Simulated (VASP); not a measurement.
# Pt (P-1) in VASP: single point with PBEsol

Aim: the single point of Pt with PBEsol.

Everything below comes from runs of VASP 6.6.1. Logs are shortened: lines on timing, memory, paths and dates and some standing lists are left out, and cuts for length are marked.

### Step 1. The cell of the first run

The typed cell holds 1 atom: a = 2.849 Å, b = 2.580 Å, c = 3.113 Å, α = 113.43°, β = 116.85°, γ = 108.89°.

### Step 2. Single point, PBEsol (engineering shear strain xz -0.3000, engineering shear strain yz -0.1500)

INCAR reads:

```
SYSTEM = Pt
PREC = Accurate ; ENCUT = 520
EDIFF = 1E-6 ; ISMEAR = 0
SIGMA = 0.15 ; LREAL = .False.
LASPH = .True. ; NELM = 80
ALGO = Fast ; ISIF = 2
LWAVE = .False. ; LCHARG = .False.
GGA = PS ; NBANDS = 11
```

KPOINTS reads:

```
regular mesh
0
Gamma
  20 20 20
  0 0 0
```

POSCAR reads:

```
Pt
1.0
   -1.7945086294      1.4434091149      1.6774754579
    1.3263759434     -1.6774754579      1.4434091149
    1.7945086294      1.6774754579     -1.9115418008
Pt
1
Direct
    0.0000000000      0.0000000000      0.0000000000
```

Potentials or basis: VASP PAW PBE potentials, release 64 (Pt).

The run is started by

```console
$ cat potpaw_PBE.64/Pt/POTCAR > POTCAR
$ mpirun -np 1 vasp_std > vasp.out
```

OUTCAR:

```text
SYSTEM = Pt
   PREC = Accurate
   ENCUT = 520
   EDIFF = 1E-6
   ISMEAR = 0
   LREAL = .False.
   LASPH = .True.
   NELM = 80
   ISIF = 2
   GGA = PS

 ion  position               nearest neighbor table
   1  0.000  0.000  0.000-

  LATTYP: Found a triclinic cell.
 ALAT       =     3.1125836839
 B/A-ratio  =     1.0166691131
 C/A-ratio  =     1.5209294907
 COS(alpha) =     0.0071111968
 COS(beta)  =     0.6097764304
 COS(gamma) =     0.7308274931

  Lattice vectors:

 A1 = (  -1.7945086294,  -1.6774754579,   1.9115418008)
 A2 = (  -0.4681326860,  -0.2340663430,   3.1208845728)
 A3 = (  -4.4472605162,  -1.4434091149,  -0.7412100861)

Analysis of symmetry for initial positions (statically):
=====================================================================
 Subroutine PRICEL returns:
 Original cell was already a primitive cell.

 Routine SETGRP: Setting up the symmetry group for a
 triclinic supercell.

 Subroutine GETGRP returns: Found  2 space group operations
 (whereof  2 operations were pure point group operations)
 out of a pool of  2 trial point group operations.

The static configuration has the point symmetry S_2 .

Analysis of symmetry for dynamics (positions and initial velocities):
=====================================================================
 Subroutine PRICEL returns:
 Original cell was already a primitive cell.

 Routine SETGRP: Setting up the symmetry group for a
 triclinic supercell.

 Subroutine GETGRP returns: Found  2 space group operations
 (whereof  2 operations were pure point group operations)
 out of a pool of  2 trial point group operations.

The dynamic configuration has the point symmetry S_2 .

 Subroutine INISYM returns: Found  2 space group operations
 (whereof  2 operations are pure point group operations),
 and found     1 'primitive' translations

----------------------------------------------------------------------------------------

                                     Primitive cell

  volume of cell :      14.7711

  direct lattice vectors                    reciprocal lattice vectors
    -1.794508629  1.443409115  1.677475458     0.053163260  0.347003606  0.354421735
     1.326375943 -1.677475458  1.443409115     0.377294300  0.028436162  0.379148833
     1.794508629  1.677475458 -1.911541801     0.331549169  0.325985572  0.074181293

  length of vectors
     2.849142855  2.580043978  3.112583684     0.498851281  0.535643017  0.470844252

  position of ions in fractional coordinates (direct lattice)
     0.000000000  0.000000000  0.000000000

  ion indices of the primitive-cell ions
[... 77 lines left out ...]
   NSW    =      0    number of steps for IOM
   IBRION =     -1    ionic relax: 0-MD 1-quasi-New 2-CG
   NFREE  =      0    steps in history (QN), initial steepest desc. (CG)
   ISIF   =      2    stress and relaxation
   ISYM   =      2    0-nonsym 1-usesym 2-fastsym
   POTIM  = 0.5000    time-step for ionic-motion
   TEBEG  =    0.0;   TEEND  =   0.0 temperature during run
   PSTRESS=    0.0 pullay stress
   NELECT =      10.0000    total number of electrons
   NUPDOWN=      -1.0000    fix difference up-down
   EMIN   =  10.00;   EMAX   =-10.00  energy-range for DOS
   EFERMI =   0.00;   METHOD = LEGACY
   ISMEAR =     0;   SIGMA  =   0.15  broadening in eV -4-tet -1-fermi 0-gaus
   EFERMI_NEDOS =   21; number of points for ismear=-14 and -15
   IALGO  =     68    algorithm
   IMIX   =      4    mixing-type and parameters
     AMIX     =   0.40;   BMIX     =  1.00
     AMIX_MAG =   1.60;   BMIX_MAG =  1.00
  volume/ion in A,a.u.               =      14.77        99.68
  Fermi-wavevector in a.u.,A,eV,Ry     =   1.437486  2.716455 28.114620  2.066366
  Thomas-Fermi vector in A             =   2.556558
   LORBIT       =      0    0 simple, 1 ext, 2 COOP (PROOUT), +10 PAW based schemes
   GGA     = PS    functional components
   LHFCALC =     F    Hartree Fock is set to
   AEXX    =    0.0000 exact exchange contribution
   IVDW    =     0    specifies the selected vdW correction
   LEPSILON=     F    determine dielectric tensor
   LRPA    =     F    only Hartree local field effects (RPA)
 non-spin polarized calculation
 RMM-DIIS sequential band-by-band and
 Gauss-broadening in eV      SIGMA  =   0.15
  energy-cutoff  :      520.00
  volume of cell :       14.77
 maximum number of plane-waves:       410
 NGX is ok and might be reduce to    24
   NGX = 11   NGY =  9   NGZ = 11

 number of electron      10.0000000 magnetization

 Free energy of the ion-electron system (eV)
  ---------------------------------------------------
  ext. energy  EPLUGINS =         0.00000000
  ---------------------------------------------------
  free energy    TOTEN  =        -5.87606041 eV

  energy without entropy =       -5.86223919  energy(sigma->0) =       -5.86914980

 E-fermi :  11.4875     XC(G=0): -13.6594

 val. band max:       11.4874575906   @ k =   0.4000   0.5000   0.2000
 cond. band min:      11.4879149687   @ k =  -0.2000   0.0000   0.3000
 fundamental gap:      0.0004573780
 Fermi energy:        11.4875244700

 k-point     1 :       0.0000    0.0000    0.0000
  band No.  band energies     occupation
      1       0.9599      2.00000
      2       4.3452      2.00000
      3       6.4144      2.00000
      4       9.2947      2.00000
      5      11.1524      1.99842
      6      11.7902      0.00432
      7      24.9227      0.00000
      8      28.2950      0.00000
      9      30.8985      0.00000
     10      36.9058      0.00000
     11      37.3913      0.00000
[... 309 lines left out ...]
 k-point    24 :      -0.4000    0.0500    0.0000
  band No.  band energies     occupation
      1       4.3595      2.00000
      2       5.9638      2.00000
      3       9.2463      2.00000
      4       9.4129      2.00000
      5      10.5734      2.00000
      6      11.2767      1.95315
      7      22.8630      0.00000
      8      24.3879      0.00000
      9      30.6789      0.00000
     10      32.6493      0.00000
     11      36.5154      0.00000

 [... further k-points ...]
[... 5 lines left out ...]
  --------------------------------------------------------------------------------------
  -------------------------------------------------------------------------------------
  Total        3.4828079      5.8063506      3.0629277      3.2705296      2.7397333      4.4282974
  in kB      377.7692176    629.7965895    332.2261359    354.7440563    297.1702572    480.3234972
  external PRESSURE =     446.5973143 kB  Pullay stress =       0.0000000 kB

 VOLUME and BASIS-vectors are now :
 -----------------------------------------------------------------------------
  energy-cutoff  :      520.00
  volume of cell :       14.77
      direct lattice vectors                 reciprocal lattice vectors
    -1.794508629  1.443409115  1.677475458     0.053163260  0.347003606  0.354421735
     1.326375943 -1.677475458  1.443409115     0.377294300  0.028436162  0.379148833
     1.794508629  1.677475458 -1.911541801     0.331549169  0.325985572  0.074181293

 POSITION                                       TOTAL-FORCE (eV/Angst)
 -----------------------------------------------------------------------------------
      0.00000      0.00000      0.00000         0.000000      0.000000     -0.000000
 -----------------------------------------------------------------------------------
    total drift:                                0.000000     -0.000000      0.000000

  FREE ENERGIE OF THE ION-ELECTRON SYSTEM (eV)
  ---------------------------------------------------
  free  energy   TOTEN  =        -5.8760604137 eV

  energy  without entropy=       -5.8622391931  energy(sigma->0) =       -5.86914980
```

It took 5.5 min on 1 thread of Intel Xeon 6975P-C, shared host; peak memory 0.72 GiB.

Results:

| Property | Result |
| --- | --- |
| Free energy | -5.8761 eV |
| Pressure | 44.7 GPa |
| Band gap on the k mesh | zero (band 5 reaches 14.31 eV, above the bottom of band 6 at 9.34 eV) |

Stress tensor (GPa, compression positive):
```
37.78 35.47 48.03
35.47 62.98 29.72
48.03 29.72 33.22
```

Caveat: the cell differs from its parent crystal (engineering shear strain xz -0.3000, engineering shear strain yz -0.1500); the PAW data sets were made with another functional, which shifts forces and pressure a little; spin-orbit coupling is left out, which moves the levels of the heavy elements.
